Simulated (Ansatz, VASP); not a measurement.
**AlN: VASP beside Ansatz**

File INCAR:

```
SYSTEM = AlN
ALGO = Normal ; EDIFF = 1E-6
ENCUT = 520 ; GGA = CA
ISIF = 2 ; ISMEAR = 0
LASPH = .TRUE. ; LCHARG = .FALSE.
LREAL = .FALSE. ; LWAVE = .FALSE.
NBANDS = 16 ; NELM = 60
PREC = Accurate ; SIGMA = 0.05
```

KPOINTS

```
k-points
0
G
  9 9 6
  0 0 0
```

File POSCAR:

```
AlN
1.0
    3.0887424016      0.0000000000      0.0000000000
   -1.5443712008      2.6749293856      0.0000000000
    0.0000000000      0.0000000000      4.9437688231
Al N
2 2
Direct
    0.3183504389      0.6923869718      0.0015212672
    0.6816495611      0.3076130282      0.5015212672
    0.3467030532      0.6437156091      0.3834787328
    0.6532969468      0.3562843909      0.8834787328
```

Input for Ansatz:

```yaml
crystal:
  lattice:
    - [3.0887424016, 0.0, 0.0]
    - [-1.5443712008, 2.6749293856, 0.0]
    - [0.0, 0.0, 4.9437688231]
  atoms:
    - { symbol: Al, position: [0.3183504389, 0.6923869718, 0.0015212672] }
    - { symbol: Al, position: [0.6816495611, 0.3076130282, 0.5015212672] }
    - { symbol: "N", position: [0.3467030532, 0.6437156091, 0.3834787328] }
    - { symbol: "N", position: [0.6532969468, 0.3562843909, 0.8834787328] }
basis:
  ecutwfc: 520.0
kpoints:
  mp_grid: { grid: [9, 9, 6] }
hamiltonian:
  xc: lda
scf:
  occupations: { method: gaussian, width: 0.05 }
output:
  forces: true
  stress: true
  eigenvalues: true
```

Change from the starting cell: mode 4 frozen in at -0.086 Å and mode 5 at +0.069 Å (largest displacements).

Alike in both runs: task single point; functional LDA; k mesh 9 × 9 × 6; occupations gaussian, width 0.05 eV; no spin polarisation.

```csv
,VASP,Ansatz
version,VASP 6.6.1,Ansatz 0.2.0
potentials or method,"VASP PAW LDA potentials, release 64 (Al, N), cutoff 520 eV","scalar-relativistic, plane waves, PAW"
valence electrons in the cell,16,16
```

```csv
,VASP,Ansatz,Ansatz less VASP
gap on the k mesh at the Fermi level (eV),4.28,4.27,-0.005
least direct gap on the mesh (eV),4.28,4.27,-0.005
pressure (GPa),0.2,-0.4,-0.59
"traceless stress, the component that is largest in VASP (GPa)",0.32,0.30,-0.018
rms of the force components (eV/Å),0.272,0.272,+0.0002
```

LDA's correlation is that of Perdew and Zunger in VASP and of Perdew and Wang (1992) in Ansatz. Atom by atom the forces differ by 0.003 eV/Å (rms over components).
